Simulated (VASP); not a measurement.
# AlFe (Pm-3m) in VASP: a series of runs

AlFe is run at these levels: PBE; tasks: single point.

Program: VASP 6.6.1. These are calculated values, not measurements. Logs are shortened: lines on timing, memory, paths and dates and some standing lists are left out, and cuts for length are marked.

**1. The cell of the first run**

It takes space group Pm-3m (No. 221, cubic). Conventional cell: a = 2.910 Å, b = 2.910 Å, c = 2.910 Å, α = 90.00°, β = 90.00°, γ = 90.00°. Fe (site symmetry m-3m) has 8 Al at 2.52 Å and 6 Fe at 2.91 Å within 3.3 Å. Within 3.3 Å of Al (site symmetry m-3m) lie 8 Fe at 2.52 Å and 6 Al at 2.91 Å.

**2. Single point, PBE, collinear spin, ferromagnetic start**

INCAR reads:

```
PREC = Accurate
ENCUT = 600
EDIFF = 1E-6
ISMEAR = -1
SIGMA = 0.05
LREAL = F
LASPH = T
NELM = 200
ALGO = Normal
ISIF = 2
LWAVE = F
LCHARG = F
ISPIN = 2
MAGMOM = 1.5 0
LORBIT = 11
NUPDOWN = 1.5
LMAXMIX = 4
GGA = PE
NBANDS = 20
GGA_COMPAT = F
```

KPOINTS reads:

```
Automatic mesh
0
Gamma
  8 8 8
```

POSCAR reads:

```
AlFe
1.0
    2.9100000000      0.0000000000      0.0000000000
    0.0000000000      2.9100000000      0.0000000000
    0.0000000000      0.0000000000      2.9100000000
Fe Al
1 1
Direct
    0.5000000000      0.5000000000      0.5000000000
    0.0000000000      0.0000000000      0.0000000000
```

Potentials or basis: VASP PAW PBE potentials, release 64 (Fe_sv, Al).

On the command line:

```
cat potpaw_PBE.64/Fe_sv/POTCAR potpaw_PBE.64/Al/POTCAR > POTCAR
mpirun -np 1 vasp_std > vasp.out
```

OUTCAR:

```text
PREC = Accurate
   ENCUT = 600
   EDIFF = 1E-6
   ISMEAR = -1
   LREAL = F
   LASPH = T
   NELM = 200
   ISIF = 2
   ISPIN = 2
   LORBIT = 11
   NUPDOWN = 1.5
   GGA = PE

 ion  position               nearest neighbor table
   1  0.500  0.500  0.500-   2 2.52   2 2.52   2 2.52   2 2.52   2 2.52   2 2.52   2 2.52   2 2.52

   2  0.000  0.000  0.000-   1 2.52   1 2.52   1 2.52   1 2.52   1 2.52   1 2.52   1 2.52   1 2.52

  LATTYP: Found a simple cubic cell.
 ALAT       =     2.9100000000

  Lattice vectors:

 A1 = (   2.9100000000,   0.0000000000,   0.0000000000)
 A2 = (   0.0000000000,   2.9100000000,   0.0000000000)
 A3 = (   0.0000000000,   0.0000000000,   2.9100000000)

Analysis of symmetry for initial positions (statically):
=====================================================================
 Subroutine PRICEL returns:
 Original cell was already a primitive cell.

 Routine SETGRP: Setting up the symmetry group for a
 simple cubic supercell.

 Subroutine GETGRP returns: Found 48 space group operations
 (whereof 48 operations were pure point group operations)
 out of a pool of 48 trial point group operations.

The static configuration has the point symmetry O_h .

Analysis of symmetry for dynamics (positions and initial velocities):
=====================================================================
 Subroutine PRICEL returns:
 Original cell was already a primitive cell.

 Routine SETGRP: Setting up the symmetry group for a
 simple cubic supercell.

 Subroutine GETGRP returns: Found 48 space group operations
 (whereof 48 operations were pure point group operations)
 out of a pool of 48 trial point group operations.

The dynamic configuration has the point symmetry O_h .

Analysis of structural, dynamic, and magnetic symmetry:
=====================================================================
 Subroutine PRICEL returns:
 Original cell was already a primitive cell.

 Routine SETGRP: Setting up the symmetry group for a
 simple cubic supercell.

 Subroutine GETGRP returns: Found 48 space group operations
 (whereof 48 operations were pure point group operations)
 out of a pool of 48 trial point group operations.

The overall configuration has the point symmetry O_h .

 Subroutine INISYM returns: Found 48 space group operations
 (whereof 48 operations are pure point group operations),
 and found     1 'primitive' translations

[... 111 lines left out ...]
   IALGO  =     38    algorithm
   IMIX   =      4    mixing-type and parameters
     AMIX     =   0.40;   BMIX     =  1.00
     AMIX_MAG =   1.60;   BMIX_MAG =  1.00
  volume/ion in A,a.u.               =      12.32        83.15
  Fermi-wavevector in a.u.,A,eV,Ry     =   1.501181  2.836821 30.661331  2.253544
  Thomas-Fermi vector in A             =   2.612585
   LORBIT       =     11    0 simple, 1 ext, 2 COOP (PROOUT), +10 PAW based schemes
   GGA     = PE    functional components
   LHFCALC =     F    Hartree Fock is set to
   AEXX    =    0.0000 exact exchange contribution
   IVDW    =     0    specifies the selected vdW correction
   LEPSILON=     F    determine dielectric tensor
   LRPA    =     F    only Hartree local field effects (RPA)
 spin polarized calculation
  energy-cutoff  :      600.00
  volume of cell :       24.64
 maximum number of plane-waves:       840
 NGX is ok and might be reduce to    24
   NGX = 11   NGY = 11   NGZ = 11

 number of electron      18.9999964 magnetization       1.4999996

 Free energy of the ion-electron system (eV)
  ---------------------------------------------------
  ext. energy  EPLUGINS =         0.00000000
  ---------------------------------------------------
  free energy    TOTEN  =       -12.59850382 eV

  energy without entropy =      -12.57054365  energy(sigma->0) =      -12.58452373

 E-fermi :  10.7756     XC(G=0): -12.2398

 val. band max:       11.0999206704   @ k =   0.5000   0.3750   0.2500
 cond. band min:      10.7850463079   @ k =   0.2500   0.2500   0.1250
 fundamental gap:     -0.3148743625
 Fermi energy:        11.1243199291

 spin component 1

 k-point     1 :       0.0000    0.0000    0.0000
  band No.  band energies     occupation
      1     -76.5788      1.00000
      2     -42.6270      1.00000
      3     -42.6270      1.00000
      4     -42.6270      1.00000
      5       0.3124      1.00000
      6       7.8130      1.00000
[... 541 lines left out ...]
     19      30.3241      0.00000
     20      31.5673      0.00000

 [... further k-points ...]

 spin component 2

 k-point     1 :       0.0000    0.0000    0.0000
  band No.  band energies     occupation
      1     -74.8338      1.00000
      2     -40.9221      1.00000
      3     -40.9221      1.00000
      4     -40.9221      1.00000
      5       0.3388      1.00000
      6       8.8819      1.00000
[... 541 lines left out ...]
     19      30.5283      0.00000
     20      31.5728      0.00000

 [... further k-points ...]

------------------------ aborting loop because EDIFF is reached ----------------------------------------

  FORCE on cell =-STRESS in cart. coord.  units (eV):
  Direction    XX          YY          ZZ          XY          YZ          ZX
  --------------------------------------------------------------------------------------
  -------------------------------------------------------------------------------------
  Total       -0.2709868     -0.2709868     -0.2709868      0.0000000      0.0000000     -0.0000000
  in kB      -17.6189418    -17.6189418    -17.6189418      0.0000000      0.0000000     -0.0000000
  external PRESSURE =     -17.6189418 kB  Pullay stress =       0.0000000 kB

 VOLUME and BASIS-vectors are now :
 -----------------------------------------------------------------------------
  energy-cutoff  :      600.00
  volume of cell :       24.64
      direct lattice vectors                 reciprocal lattice vectors
     2.910000000  0.000000000  0.000000000     0.343642612  0.000000000  0.000000000
     0.000000000  2.910000000  0.000000000     0.000000000  0.343642612  0.000000000
     0.000000000  0.000000000  2.910000000     0.000000000  0.000000000  0.343642612

 POSITION                                       TOTAL-FORCE (eV/Angst)
 -----------------------------------------------------------------------------------
      1.45500      1.45500      1.45500         0.000000      0.000000      0.000000
      0.00000      0.00000      0.00000         0.000000      0.000000      0.000000
 -----------------------------------------------------------------------------------
    total drift:                                0.000000      0.000000     -0.000000

  FREE ENERGIE OF THE ION-ELECTRON SYSTEM (eV)
  ---------------------------------------------------
  free  energy   TOTEN  =       -12.5985038153 eV

  energy  without entropy=      -12.5705436481  energy(sigma->0) =      -12.58452373

 total charge

# of ion       s       p       d       tot
------------------------------------------
    1        2.159   6.019   5.649  13.828
    2        0.395   0.429   0.000   0.824
--------------------------------------------------
tot          2.555   6.448   5.649  14.652

 magnetization (x)

# of ion       s       p       d       tot
------------------------------------------
    1        0.006   0.007   1.481   1.494
    2       -0.015  -0.027   0.000  -0.042
--------------------------------------------------
tot         -0.009  -0.019   1.481   1.452
```

OSZICAR:

```text
N       E                     dE             d eps       ncg     rms          rms(c)
DAV:   1     0.295875388761E+03    0.29588E+03   -0.11441E+04  2864   0.129E+03
DAV:   2    -0.152286908444E+00   -0.29603E+03   -0.28167E+03  2836   0.454E+02
DAV:   3    -0.141427937715E+02   -0.13991E+02   -0.13853E+02  3412   0.116E+02
DAV:   4    -0.144383129027E+02   -0.29552E+00   -0.29531E+00  3360   0.184E+01
DAV:   5    -0.144510890455E+02   -0.12776E-01   -0.12775E-01  3588   0.390E+00    0.143E+01
DAV:   6    -0.164008728657E+02   -0.19498E+01   -0.23952E+01  3312   0.834E+01    0.266E+01
DAV:   7    -0.125975905909E+02    0.38033E+01   -0.10029E+01  3260   0.542E+01    0.380E+00
DAV:   8    -0.126094255473E+02   -0.11835E-01   -0.14421E-01  3296   0.317E+00    0.160E+00
DAV:   9    -0.126030599840E+02    0.63656E-02   -0.54566E-03  3696   0.643E-01    0.106E+00
DAV:  10    -0.125985024016E+02    0.45576E-02   -0.42758E-03  3516   0.667E-01    0.191E-01
DAV:  11    -0.125985077513E+02   -0.53497E-05   -0.23068E-04  3940   0.188E-01    0.878E-02
DAV:  12    -0.125985017122E+02    0.60391E-05   -0.14943E-05  3640   0.514E-02    0.389E-02
DAV:  13    -0.125985037800E+02   -0.20678E-05   -0.30571E-06  3344   0.290E-02    0.895E-03
DAV:  14    -0.125985038153E+02   -0.35257E-07   -0.47033E-07  1840   0.856E-03
   1 F= -.12598504E+02 E0= -.12584524E+02  d E =-.279602E-01  mag=     1.5000
```

Run time: 12 s. Hardware: 1 thread of Intel Xeon 6975P-C (Granite Rapids), shared host; peak memory 0.16 GiB.

What came out:

| Property | Result |
| --- | --- |
| Free energy | -12.5985 eV |
| Pressure | -1.8 GPa |
| Net moment | 1.50 μB per cell |
| Site moments | Fe +1.49; Al -0.04 μB |
| Valence electrons inside the program's atomic spheres | Fe 13.83; Al 0.82 |

Caveat: the total moment is fixed, so each spin has its own Fermi level.

**3. Single point, PBE, collinear spin, ferromagnetic start**

INCAR reads:

```
SYSTEM = AlFe
PREC = Accurate ; ENCUT = 600
EDIFF = 1E-6 ; ISMEAR = -1
SIGMA = 0.05 ; LREAL = .FALSE.
LASPH = .TRUE. ; NELM = 200
ALGO = Normal ; ISIF = 2
LWAVE = .FALSE. ; LCHARG = .FALSE.
ISPIN = 2 ; MAGMOM = 2.2 0
LORBIT = 11 ; NUPDOWN = 2.2
LMAXMIX = 4 ; GGA = PE
NBANDS = 20 ; GGA_COMPAT = .FALSE.
```

KPOINTS reads:

```
Automatic mesh
0
G
  8 8 8
  0 0 0
```

POSCAR is that of step 2.

Potentials or basis: VASP PAW PBE potentials, release 64 (Fe_sv, Al).

On the command line:

```
cat potpaw_PBE.64/Fe_sv/POTCAR potpaw_PBE.64/Al/POTCAR > POTCAR
mpirun -np 1 vasp_std > vasp.out
```

OUTCAR:

```text
SYSTEM = AlFe
   PREC = Accurate
   ENCUT = 600
   EDIFF = 1E-6
   ISMEAR = -1
   LREAL = .FALSE.
   LASPH = .TRUE.
   NELM = 200
   ISIF = 2
   ISPIN = 2
   LORBIT = 11
   NUPDOWN = 2.2
   GGA = PE

 ion  position               nearest neighbor table
   1  0.500  0.500  0.500-   2 2.52   2 2.52   2 2.52   2 2.52   2 2.52   2 2.52   2 2.52   2 2.52

   2  0.000  0.000  0.000-   1 2.52   1 2.52   1 2.52   1 2.52   1 2.52   1 2.52   1 2.52   1 2.52

  LATTYP: Found a simple cubic cell.
 ALAT       =     2.9100000000

  Lattice vectors:

 A1 = (   2.9100000000,   0.0000000000,   0.0000000000)
 A2 = (   0.0000000000,   2.9100000000,   0.0000000000)
 A3 = (   0.0000000000,   0.0000000000,   2.9100000000)

[... 1318 lines left out ...]
 -----------------------------------------------------------------------------
  energy-cutoff  :      600.00
  volume of cell :       24.64
      direct lattice vectors                 reciprocal lattice vectors
     2.910000000  0.000000000  0.000000000     0.343642612  0.000000000  0.000000000
     0.000000000  2.910000000  0.000000000     0.000000000  0.343642612  0.000000000
     0.000000000  0.000000000  2.910000000     0.000000000  0.000000000  0.343642612

 POSITION                                       TOTAL-FORCE (eV/Angst)
 -----------------------------------------------------------------------------------
      1.45500      1.45500      1.45500         0.000000      0.000000      0.000000
      0.00000      0.00000      0.00000         0.000000      0.000000      0.000000
 -----------------------------------------------------------------------------------
    total drift:                                0.000000      0.000000     -0.000000

  FREE ENERGIE OF THE ION-ELECTRON SYSTEM (eV)
  ---------------------------------------------------
  free  energy   TOTEN  =       -12.4425717749 eV

  energy  without entropy=      -12.4227402128  energy(sigma->0) =      -12.43265599

 total charge

# of ion       s       p       d       tot
------------------------------------------
    1        2.166   6.024   5.618  13.809
    2        0.396   0.439   0.000   0.836
--------------------------------------------------
tot          2.563   6.464   5.618  14.645

 magnetization (x)

# of ion       s       p       d       tot
------------------------------------------
    1        0.013   0.014   2.060   2.087
    2       -0.016  -0.016   0.000  -0.032
--------------------------------------------------
tot         -0.003  -0.002   2.060   2.056
```

OSZICAR:

```text
N       E                     dE             d eps       ncg     rms          rms(c)
DAV:   1     0.296901350030E+03    0.29690E+03   -0.11442E+04  2864   0.129E+03
DAV:   2     0.120564131901E+00   -0.29678E+03   -0.28267E+03  2836   0.455E+02
DAV:   3    -0.138973326585E+02   -0.14018E+02   -0.13878E+02  3428   0.116E+02
DAV:   4    -0.141910139860E+02   -0.29368E+00   -0.29350E+00  3400   0.183E+01
DAV:   5    -0.142034138932E+02   -0.12400E-01   -0.12399E-01  3608   0.380E+00    0.140E+01
DAV:   6    -0.151427310644E+02   -0.93932E+00   -0.19539E+01  3320   0.784E+01    0.246E+01
DAV:   7    -0.124414454701E+02    0.27013E+01   -0.60782E+00  3236   0.485E+01    0.442E+00
DAV:   8    -0.124537228553E+02   -0.12277E-01   -0.14744E-01  3592   0.380E+00    0.120E+00
DAV:   9    -0.124465373009E+02    0.71856E-02   -0.60444E-03  3688   0.766E-01    0.544E-01
DAV:  10    -0.124426233127E+02    0.39140E-02   -0.29754E-03  3768   0.637E-01    0.151E-01
DAV:  11    -0.124425772312E+02    0.46082E-04   -0.14105E-04  3752   0.159E-01    0.881E-02
DAV:  12    -0.124425742883E+02    0.29429E-05   -0.67108E-06  3588   0.267E-02    0.523E-02
DAV:  13    -0.124425717486E+02    0.25397E-05   -0.32406E-06  3388   0.215E-02    0.643E-03
DAV:  14    -0.124425717749E+02   -0.26278E-07   -0.44237E-07  1848   0.831E-03
   1 F= -.12442572E+02 E0= -.12432656E+02  d E =-.198316E-01  mag=     2.2000
```

Wall time 12 s (1 thread of Intel Xeon 6975P-C (Granite Rapids), shared host); peak memory 0.16 GiB.

Results:

- Free energy: -12.4426 eV
- Pressure: 5.3 GPa
- Net moment: 2.20 μB per cell
- Site moments: Fe +2.09; Al -0.03 μB
- Valence electrons inside the program's atomic spheres: Fe 13.81; Al 0.84

Caveat: the cell stands under pressure; the total moment is fixed, so each spin has its own Fermi level.

**4. Single point, PBE, collinear spin, ferromagnetic start**

INCAR reads:

```
SYSTEM = AlFe
PREC     = Accurate       ! precision mode
ENCUT    = 600            ! plane-wave cutoff, eV
EDIFF    = 1E-6           ! SCF threshold, eV
ISMEAR   = -1             ! smearing method
SIGMA    = 0.05           ! smearing width, eV
LREAL    = .FALSE.        ! projectors in reciprocal space
LASPH    = .TRUE.         ! aspherical terms in the spheres
NELM     = 200            ! most SCF steps
ALGO     = Normal         ! electronic algorithm
ISIF     = 2              ! what is computed and relaxed
LWAVE    = .FALSE.        ! write WAVECAR
LCHARG   = .FALSE.        ! write CHGCAR
ISPIN    = 2              ! spin polarisation
MAGMOM   = 0.8 0          ! initial moments
LORBIT   = 11             ! projections on sites
NUPDOWN  = 0.8            ! fixed moment
LMAXMIX  = 4              ! l up to which the mixer works
GGA      = PE             ! functional
NBANDS   = 20             ! bands
GGA_COMPAT= .FALSE.
```

KPOINTS reads:

```
regular mesh
0
G
  8 8 8
  0 0 0
```

POSCAR is that of step 3.

Potentials or basis: VASP PAW PBE potentials, release 64 (Fe_sv, Al).

On the command line:

```
cat potpaw_PBE.64/Fe_sv/POTCAR potpaw_PBE.64/Al/POTCAR > POTCAR
mpirun -np 1 vasp_std > vasp.out
```

OUTCAR:

```text
SYSTEM = AlFe
   PREC = Accurate
   ENCUT = 600
   EDIFF = 1E-6
   ISMEAR = -1
   LREAL = .FALSE.
   LASPH = .TRUE.
   NELM = 200
   ISIF = 2
   ISPIN = 2
   LORBIT = 11
   NUPDOWN = 0.8
   GGA = PE

 ion  position               nearest neighbor table
   1  0.500  0.500  0.500-   2 2.52   2 2.52   2 2.52   2 2.52   2 2.52   2 2.52   2 2.52   2 2.52

   2  0.000  0.000  0.000-   1 2.52   1 2.52   1 2.52   1 2.52   1 2.52   1 2.52   1 2.52   1 2.52

  LATTYP: Found a simple cubic cell.
 ALAT       =     2.9100000000

  Lattice vectors:

 A1 = (   2.9100000000,   0.0000000000,   0.0000000000)
 A2 = (   0.0000000000,   2.9100000000,   0.0000000000)
 A3 = (   0.0000000000,   0.0000000000,   2.9100000000)

Analysis of symmetry for initial positions (statically):
=====================================================================
 Subroutine PRICEL returns:
 Original cell was already a primitive cell.

 Routine SETGRP: Setting up the symmetry group for a
 simple cubic supercell.

 Subroutine GETGRP returns: Found 48 space group operations
 (whereof 48 operations were pure point group operations)
[... 1293 lines left out ...]
     20      31.5572      0.00000

 [... further k-points ...]

------------------------ aborting loop because EDIFF is reached ----------------------------------------

  FORCE on cell =-STRESS in cart. coord.  units (eV):
  Direction    XX          YY          ZZ          XY          YZ          ZX
  --------------------------------------------------------------------------------------
  -------------------------------------------------------------------------------------
  Total       -1.0822660     -1.0822660     -1.0822660      0.0000000      0.0000000     -0.0000000
  in kB      -70.3664513    -70.3664513    -70.3664513      0.0000000      0.0000000     -0.0000000
  external PRESSURE =     -70.3664513 kB  Pullay stress =       0.0000000 kB

 VOLUME and BASIS-vectors are now :
 -----------------------------------------------------------------------------
  energy-cutoff  :      600.00
  volume of cell :       24.64
      direct lattice vectors                 reciprocal lattice vectors
     2.910000000  0.000000000  0.000000000     0.343642612  0.000000000  0.000000000
     0.000000000  2.910000000  0.000000000     0.000000000  0.343642612  0.000000000
     0.000000000  0.000000000  2.910000000     0.000000000  0.000000000  0.343642612

 POSITION                                       TOTAL-FORCE (eV/Angst)
 -----------------------------------------------------------------------------------
      1.45500      1.45500      1.45500         0.000000      0.000000      0.000000
      0.00000      0.00000      0.00000         0.000000      0.000000      0.000000
 -----------------------------------------------------------------------------------
    total drift:                                0.000000      0.000000     -0.000000

  FREE ENERGIE OF THE ION-ELECTRON SYSTEM (eV)
  ---------------------------------------------------
  free  energy   TOTEN  =       -12.7180185091 eV

  energy  without entropy=      -12.6955798741  energy(sigma->0) =      -12.70679919

 total charge

# of ion       s       p       d       tot
------------------------------------------
    1        2.155   6.017   5.660  13.833
    2        0.395   0.422   0.000   0.817
--------------------------------------------------
tot          2.550   6.439   5.660  14.649

 magnetization (x)

# of ion       s       p       d       tot
------------------------------------------
    1        0.002   0.004   0.799   0.805
    2       -0.009  -0.019   0.000  -0.028
--------------------------------------------------
tot         -0.007  -0.015   0.799   0.777
```

It took 20 s on 1 thread of Intel Xeon Platinum 8259CL at 2.50GHz (Skylake/Cascade Lake), shared host; peak memory 0.16 GiB.

What came out:

| Property | Result |
| --- | --- |
| Free energy | -12.7180 eV |
| Pressure | -7.0 GPa |
| Net moment | 0.80 μB per cell |
| Site moments | Fe +0.81; Al -0.03 μB |
| Valence electrons inside the program's atomic spheres | Fe 13.83; Al 0.82 |

Caveat: the cell stands under tension; the total moment is fixed, so each spin has its own Fermi level.

**5. Summary**

| fixed moment (μB) | pressure (GPa) | moment (μB) |
| --- | --- | --- |
| 1.5 | -1.8 | 1.50 |
| 2.2 | 5.3 | 2.20 |
| 0.8 | -7.0 | 0.80 |

Alike in all rows: task single point; level PBE; potentials or basis VASP PAW PBE potentials, release 64 (Fe_sv, Al); spin collinear, ferromagnetic start; cell as given; k mesh 8 × 8 × 8; cutoff (eV) 600; smearing fermi-dirac 0.05 eV.

Caveats: the total moment is fixed, so each spin has its own Fermi level; the cell stands under pressure (at least some runs); the cell stands under tension (at least some runs).

Total energies depend on the potentials used, so only differences within one code and one set of settings carry meaning.
